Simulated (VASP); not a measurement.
# Ni (Fm-3m) in VASP: settings compared, part 3 of 3

VASP 6.6.1. The steps go on from the part before.

**5. Single point, RPBE+D3(BJ), collinear spin, ferromagnetic start**

This run uses another cell than the first one, of 9.58 Å³/atom, 0.878 times its volume.

INCAR reads:

```
SYSTEM = Ni
PREC = Accurate
ENCUT = 520
EDIFF = 1E-6
ISMEAR = -1
SIGMA = 0.05
LREAL = .False.
LASPH = .True.
NELM = 150
ALGO = Normal
ISIF = 2
LWAVE = .False.
LCHARG = .False.
ISPIN = 2
MAGMOM = 1
LORBIT = 11
LMAXMIX = 4
GGA = RP
IVDW = 12
NBANDS = 15
```

KPOINTS reads:

```
Automatic mesh
0
Gamma
  13 13 13
  0 0 0
```

POSCAR reads:

```
Ni
1.0
    0.0000000000      1.6858935620      1.6858935620
    1.6858935620      0.0000000000      1.6858935620
    1.6858935620      1.6858935620      0.0000000000
Ni
1
Direct
    0.0000000000      0.0000000000      0.0000000000
```

Potentials or basis: VASP PAW PBE potentials, release 64 (Ni).

Started as:

```console
$ cat potpaw_PBE.64/Ni/POTCAR > POTCAR
$ mpirun -np 1 vasp_std > vasp.out
```

OUTCAR:

```text
SYSTEM = Ni
   PREC = Accurate
   ENCUT = 520
   EDIFF = 1E-6
   ISMEAR = -1
   LREAL = .False.
   LASPH = .True.
   NELM = 150
   ISIF = 2
   ISPIN = 2
   LORBIT = 11
   GGA = RP
   IVDW = 12
 IVDW          = 12

 ion  position               nearest neighbor table
   1  0.000  0.000  0.000-

  LATTYP: Found a face centered cubic cell.
 ALAT       =     3.3717871240

  Lattice vectors:

 A1 = (   0.0000000000,   1.6858935620,   1.6858935620)
 A2 = (   1.6858935620,   0.0000000000,   1.6858935620)
 A3 = (   1.6858935620,   1.6858935620,   0.0000000000)

Analysis of symmetry for initial positions (statically):
=====================================================================
 Subroutine PRICEL returns:
 Original cell was already a primitive cell.

 Routine SETGRP: Setting up the symmetry group for a
 face centered cubic supercell.

 Subroutine GETGRP returns: Found 48 space group operations
 (whereof 48 operations were pure point group operations)
 out of a pool of 48 trial point group operations.

The static configuration has the point symmetry O_h .

Analysis of symmetry for dynamics (positions and initial velocities):
=====================================================================
 Subroutine PRICEL returns:
 Original cell was already a primitive cell.

 Routine SETGRP: Setting up the symmetry group for a
 face centered cubic supercell.

 Subroutine GETGRP returns: Found 48 space group operations
 (whereof 48 operations were pure point group operations)
 out of a pool of 48 trial point group operations.

The dynamic configuration has the point symmetry O_h .

Analysis of structural, dynamic, and magnetic symmetry:
=====================================================================
 Subroutine PRICEL returns:
 Original cell was already a primitive cell.

 Routine SETGRP: Setting up the symmetry group for a
 face centered cubic supercell.

 Subroutine GETGRP returns: Found 48 space group operations
[... 162 lines left out ...]
      3       8.6518      1.00000
      4       8.6518      1.00000
      5      10.0513      1.00000
      6      10.0513      1.00000
      7      36.1943      0.00000
      8      41.1280      0.00000
      9      41.1280      0.00000
     10      41.1280      0.00000
     11      44.5974      0.00000
     12      44.5974      0.00000
     13      44.5974      0.00000
     14      47.0712      0.00000
[... 403 lines left out ...]
      4       9.1256      1.00000
      5      10.8876      0.99999
      6      12.4353      0.00000
      7      20.3319      0.00000
      8      31.6332      0.00000
      9      33.7992      0.00000
     10      35.9923      0.00000
     11      46.4092      0.00000
     12      46.8725      0.00000
     13      50.3903      0.00000
     14      53.5195      0.00000
     15      58.1129      0.00000

 [... further k-points ...]

 spin component 2

 k-point     1 :       0.0000    0.0000    0.0000
  band No.  band energies     occupation
      1       1.4858      1.00000
      2       9.4088      1.00000
      3       9.4088      1.00000
      4       9.4088      1.00000
      5      10.6402      1.00000
      6      10.6402      1.00000
      7      36.0344      0.00000
      8      41.0824      0.00000
      9      41.0824      0.00000
     10      41.0824      0.00000
     11      44.6934      0.00000
     12      44.6934      0.00000
     13      44.6934      0.00000
     14      46.9510      0.00000
[... 403 lines left out ...]
      4       9.7629      1.00000
      5      11.6505      0.01705
      6      12.9055      0.00000
      7      20.6124      0.00000
      8      31.6501      0.00000
      9      33.8690      0.00000
     10      36.0451      0.00000
     11      46.3820      0.00000
     12      46.8864      0.00000
     13      50.4448      0.00000
     14      53.9027      0.00000
     15      59.2994      0.00000

 [... further k-points ...]

------------------------ aborting loop because EDIFF is reached ----------------------------------------

 Edisp (eV)   -2.59627

 E8    (eV) :    -1.6596

  FORCE on cell =-STRESS in cart. coord.  units (eV):
  Direction    XX          YY          ZZ          XY          YZ          ZX
  --------------------------------------------------------------------------------------
  -------------------------------------------------------------------------------------
  Total      -0.02037    -0.02037    -0.02037     0.00000     0.00000    -0.00000
  in kB      -3.40472    -3.40472    -3.40472     0.00000     0.00000    -0.00000
  external pressure =       -3.40 kB  Pullay stress =        0.00 kB

 VOLUME and BASIS-vectors are now :
 -----------------------------------------------------------------------------
  energy-cutoff  :      520.00
  volume of cell :        9.58
      direct lattice vectors                 reciprocal lattice vectors
     0.000000000  1.685893562  1.685893562    -0.296578628  0.296578628  0.296578628
     1.685893562  0.000000000  1.685893562     0.296578628 -0.296578628  0.296578628
     1.685893562  1.685893562  0.000000000     0.296578628  0.296578628 -0.296578628

 POSITION                                       TOTAL-FORCE (eV/Angst)
 -----------------------------------------------------------------------------------
      0.00000      0.00000      0.00000         0.000000      0.000000      0.000000
 -----------------------------------------------------------------------------------
    total drift:                                0.000000     -0.000000     -0.000000

  FREE ENERGIE OF THE ION-ELECTRON SYSTEM (eV)
  ---------------------------------------------------
  free  energy   TOTEN  =        -7.3795388884 eV

  energy  without entropy=       -7.3684209374  energy(sigma->0) =       -7.37397991

 total charge

# of ion       s       p       d       tot
------------------------------------------
    1        0.556   0.622   8.383   9.562

 magnetization (x)

# of ion       s       p       d       tot
------------------------------------------
    1       -0.006  -0.026   0.651   0.619
```

OSZICAR:

```text
N       E                     dE             d eps       ncg     rms          rms(c)
DAV:   1     0.334481425330E+02    0.33448E+02   -0.41738E+03  5427   0.878E+02
DAV:   2    -0.437524138578E+01   -0.37823E+02   -0.35039E+02  5551   0.167E+02
DAV:   3    -0.567092928067E+01   -0.12957E+01   -0.12890E+01  6244   0.302E+01
DAV:   4    -0.567678828736E+01   -0.58590E-02   -0.58583E-02  6148   0.193E+00
DAV:   5    -0.567683148297E+01   -0.43196E-04   -0.43195E-04  6416   0.151E-01    0.111E+01
DAV:   6    -0.497383680663E+01    0.70299E+00   -0.94456E+00  7278   0.351E+01    0.494E+00
DAV:   7    -0.480390509550E+01    0.16993E+00   -0.12324E+00  6306   0.116E+01    0.250E+00
DAV:   8    -0.478444979600E+01    0.19455E-01   -0.26173E-02  7264   0.123E+00    0.940E-01
DAV:   9    -0.478345351774E+01    0.99628E-03   -0.85981E-04  8242   0.170E-01    0.226E-01
DAV:  10    -0.478327445004E+01    0.17907E-03   -0.11657E-04  7985   0.562E-02    0.437E-02
DAV:  11    -0.478327246847E+01    0.19816E-05   -0.19606E-05  7527   0.315E-02    0.334E-02
DAV:  12    -0.478327137834E+01    0.10901E-05   -0.11021E-06  5856   0.808E-03    0.414E-03
DAV:  13    -0.478327168747E+01   -0.30913E-06   -0.63492E-08  3969   0.238E-03
   1 F= -.73795389E+01 E0= -.73739799E+01  d E =-.111180E-01  mag=     0.6188
```

It took 20 s on 1 thread of Intel Xeon Platinum 8375C at 2.90GHz (Ice Lake), shared host; peak memory 0.14 GiB.

Results:

| Property | Result |
| --- | --- |
| Free energy | -7.3795 eV |
| Pressure | -0.3 GPa |
| Net moment | 0.62 μB per cell |
| Site moments | Ni +0.62 μB |
| Valence electrons inside the program's atomic spheres | Ni 9.56 |
| Dispersion energy per atom | -2.596 eV |

Levels at points of the mesh, in eV from the Fermi level:
Spin up:
```csv
k point,band 2,band 3,band 4,band 5,band 6,band 7,band 8,band 9
"(0.00, 0.00, 0.00)",-2.80,-2.80,-2.80,-1.40,-1.40,24.75,29.68,29.68
```
Spin down:
| k point | band 3 | band 4 | band 5 | band 6 | band 7 | band 8 |
| --- | --- | --- | --- | --- | --- | --- |
| (0.00, 0.00, 0.00) | -2.04 | -2.04 | -0.81 | -0.81 | 24.59 | 29.63 |

Caveat: the PAW data sets were made with another functional, which shifts forces and pressure a little; pairwise dispersion overbinds metals, which lowers pressure and volume.

**6. Single point, LDA, collinear spin, ferromagnetic start**

This run uses another cell than the first one, of 10.49 Å³/atom, 0.962 times its volume.

INCAR reads:

```
PREC = Accurate
ENCUT = 520
EDIFF = 1E-6
ISMEAR = 0
SIGMA = 0.02
LREAL = False
LASPH = True
NELM = 150
ALGO = Fast
ISIF = 2
LWAVE = False
LCHARG = False
ISPIN = 2
MAGMOM = 1
LORBIT = 11
LMAXMIX = 4
NBANDS = 15
```

KPOINTS reads:

```
Automatic mesh
0
Gamma
  13 13 13
```

POSCAR reads:

```
Ni
1.0
    0.0000000000      1.7375729330      1.7375729330
    1.7375729330      0.0000000000      1.7375729330
    1.7375729330      1.7375729330      0.0000000000
Ni
1
Direct
    0.0000000000      0.0000000000      0.0000000000
```

Potentials or basis: VASP PAW LDA potentials, release 64 (Ni).

Started as:

```console
$ cat potpaw_LDA.64/Ni/POTCAR > POTCAR
$ mpirun -np 1 vasp_std > vasp.out
```

Wall time 18 s (1 thread of Intel Xeon Platinum 8375C at 2.90GHz (Ice Lake), shared host); peak memory 0.13 GiB.

It converged, with:

```
Free energy                                           : -6.5665 eV
Pressure                                              : -10.3 GPa
Net moment                                            : 0.61 μB per cell
Site moments                                          : Ni +0.61 μB
Valence electrons inside the program's atomic spheres : Ni 9.39
```

Levels at points of the mesh, in eV from the Fermi level:
Spin up:
```tsv
k point	band 2	band 3	band 4	band 5	band 6	band 7	band 8	band 9
(0.00, 0.00, 0.00)	-2.45	-2.45	-2.45	-1.24	-1.24	24.08	28.12	28.12
```
Spin down:
```tsv
k point	band 2	band 3	band 4	band 5	band 6	band 7	band 8	band 9
(0.00, 0.00, 0.00)	-1.83	-1.83	-1.83	-0.66	-0.66	24.07	28.18	28.18
```

**7. The runs side by side**

| level | potentials or basis | cell | smearing | gap on the mesh (eV) | pressure (GPa) | moment (μB) |
| --- | --- | --- | --- | --- | --- | --- |
| LDA | VASP PAW LDA potentials, release 64 (Ni) | a = 2.490 Å, angles 60.0°, 1 atom | fermi-dirac 0.05 eV | none | -17.4 | 0.62 |
| LDA | VASP PAW LDA potentials, release 64 (Ni) | a = 2.505 Å, angles 60.0°, 1 atom | fermi-dirac 0.05 eV | none | -20.3 | 0.62 |
| PBEsol | VASP PAW PBE potentials, release 64 (Ni) | a = 2.505 Å, angles 60.0°, 1 atom | fermi-dirac 0.05 eV | none | -13.3 | 0.63 |
| RPBE+D3(BJ) | VASP PAW PBE potentials, release 64 (Ni) | a = 2.384 Å, angles 60.0°, 1 atom | fermi-dirac 0.05 eV | none | -0.3 | 0.62 |
| LDA | VASP PAW LDA potentials, release 64 (Ni) | a = 2.457 Å, angles 60.0°, 1 atom | gaussian 0.02 eV | none | -10.3 | 0.61 |

Alike in all rows: task single point; spin collinear, ferromagnetic start; k mesh 13 × 13 × 13; cutoff (eV) 520.

Caveats: the PAW data sets were made with another functional, which shifts forces and pressure a little (some runs); pairwise dispersion overbinds metals, which lowers pressure and volume (some runs).

Absolute energies hang on the potentials; compare differences alone.
